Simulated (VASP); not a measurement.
The system is TiAl.

```
Ti Al
1.0
     2.86726    0.00000    0.00000
    -1.43363    2.48312    0.00000
     0.00000    0.00000    4.67808
Ti Al
1 1
Direct
  0.00000 0.00000 0.00000
  0.33333 0.66667 0.50000
```

Program: VASP 6.6.1. Alike in all runs: task single point; no spin polarisation; cell as given; k mesh 9 × 9 × 5; cutoff (eV) 520; smearing fermi-dirac 0.1 eV.

Question: Order these runs on this cell by their pressure, lowest first.
A. level LDA; potentials or basis VASP PAW LDA potentials, release 64 (Ti_sv, Al)
B. level BLYP; potentials or basis VASP PAW PBE potentials, release 64 (Ti_sv, Al)
C. level PBEsol; potentials or basis VASP PAW PBE potentials, release 64 (Ti_sv, Al)

Answer: A (-5.9 GPa), C (-2.8 GPa), B (3.4 GPa).

Caveats: the PAW data sets were made with another functional, which shifts forces and pressure a little (some runs).
